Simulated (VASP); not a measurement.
Cl, 4 atoms in the cell. It takes space group Cmce (No. 64, orthorhombic). The conventional cell has a = 6.584 Å, b = 4.069 Å, c = 8.099 Å, α = 90.00°, β = 90.00°, γ = 90.00°. Cl (site symmetry m) has 1 Cl at 2.03 Å within 2.7 Å. 

| Quantity | Value |
| --- | --- |
| Program | VASP 6.6.1 |
| Task | single point |
| Functional | PBE |
| Dispersion | D3(BJ) |
| Potentials or basis | VASP PAW PBE potentials, release 64 (Cl) |
| Cutoff | 520 eV |
| k mesh | 8 × 8 × 4 |
| Occupations | gaussian, width 0.02 eV |
| Spin | no spin polarisation |
| Dipole correction | no |
| Further INCAR settings | ALGO = Normal; EDIFF = 1e-06; NBANDS = 22 |

Potentials or basis: VASP PAW PBE potentials, release 64 (Cl).

Run with:

```console
$ cat potpaw_PBE.64/Cl/POTCAR > POTCAR
$ mpirun -np 1 vasp_std > vasp.out
```

Hardware: 1 thread of Intel Xeon 8259CL (shared host).

Problem. Estimate the wall time of this run.

Solution. Wall time 3 min on 1 thread of Intel Xeon 8259CL, on a shared host, peak memory 0.28 GiB. Counts: scf iterations 12, k points 63.
